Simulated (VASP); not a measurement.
Write the native input for VASP 6.6.1 that does the following.

```yaml
Task: relaxation of cell and atoms
Functional: RPBE
Potentials_or_basis: VASP PAW PBE potentials, release 64 (Si)
Cutoff: 600 eV
k_mesh: 6 × 6 × 6
Occupations: fermi-dirac, width 0.05 eV
Spin: no spin polarisation
Dipole_correction: no
Further_INCAR_settings: ALGO = Normal; EDIFF = 1e-06; IBRION = 2; EDIFFG = -0.01; NSW = 80; ISIF = 3
```

The structure of Si lies in POSCAR:

```
Si
1.0
    0.0000000000      2.7153500000      2.7153500000
    2.7153500000      0.0000000000      2.7153500000
    2.7153500000      2.7153500000      0.0000000000
Si
2
Direct
    0.5000000000      0.5000000000      0.5000000000
    0.7500000000      0.7500000000      0.7500000000
```

These files were run (other wordings do the same):

INCAR

```
SYSTEM = Si
ALGO     = Normal         ! electronic algorithm
EDIFF    = 1E-6           ! SCF threshold, eV
EDIFFG   = -0.01          ! ionic threshold
ENCUT    = 600            ! plane-wave cutoff, eV
GGA      = RP             ! functional
IBRION   = 2              ! ionic algorithm
ISIF     = 3              ! what is computed and relaxed
ISMEAR   = -1             ! smearing method
LASPH    = .TRUE.         ! aspherical terms in the spheres
LCHARG   = .FALSE.        ! write CHGCAR
LREAL    = .FALSE.        ! projectors in reciprocal space
LWAVE    = .FALSE.        ! write WAVECAR
NELM     = 80             ! most SCF steps
NSW      = 80             ! ionic steps
PREC     = Accurate       ! precision mode
SIGMA    = 0.05           ! smearing width, eV
```

KPOINTS

```
k-points
0
G
  6 6 6
  0 0 0
```

Potentials or basis: VASP PAW PBE potentials, release 64 (Si).

Command:

```bash
$ cat potpaw_PBE.64/Si/POTCAR > POTCAR
$ mpirun -np 1 vasp_std > vasp.out
```

Results of the run:

The relaxed volume is 20.78 Å³/atom. The relaxed cell is a = 3.888 Å, b = 3.888 Å, c = 3.888 Å, α = 60.00°, β = 60.00°, γ = 60.00° and the space group after relaxing (to 0.05 Å) is Fd-3m (No. 227). The energy gained by relaxing is 8.0 meV/atom, the ionic steps are 3 and the pressure after relaxing is 0.0 GPa. The band gap on the k mesh is 0.84 eV, indirect (least direct gap 2.55 eV).

Caveat: the PAW data sets were made with another functional, which shifts forces and pressure a little.

It took 20 s on 1 thread of Intel(R) Xeon(R) Platinum 8375C CPU @ 2.90GHz (Ice Lake), on a shared host, peak memory 0.17 GiB.
